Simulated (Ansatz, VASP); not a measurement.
# Two plane-wave programs on Si4W

```
Si W
1.0
     4.75699    0.00000    0.00000
    -2.37850    4.11968    0.00000
     0.00000    0.00000    4.50906
Si W
4 1
Direct
  0.00000 0.00000 0.00000
  0.16745 0.83255 0.50000
  0.16745 0.33491 0.50000
  0.66509 0.83255 0.50000
  0.33333 0.66667 0.00000
```

Alike in both runs: functional PBE; k mesh 4 × 4 × 4; occupations gaussian, width 0.2 eV; no spin polarisation.

Ansatz relaxed the structure, and its values are those at the end. VASP's run is a single point on that final structure, the one shown.

```csv
,VASP,Ansatz
version,VASP 6.6.1,Ansatz 0.2.0
potentials or method,"VASP PAW PBE potentials, release 64 (Si, W_sv), cutoff 500 eV","scalar-relativistic, plane waves, PAW"
valence electrons in the cell,30,30
```

|  | VASP | Ansatz | Ansatz less VASP |
| --- | --- | --- | --- |
| gap on the k mesh at the Fermi level (eV) | none | none | - |
| pressure (GPa) | 0.0 | 0.0 | +0.05 |
| rms of the force components (eV/Å) | 0.006 | 0.004 | -0.0023 |

A gap of «none» marks a metal or a gap that the smearing closes. With one functional, cell and mesh, what is left measures potentials, basis and numerics.

The k mesh is coarse, so the values compare programs but aren't converged. Spin-orbit coupling is off throughout.
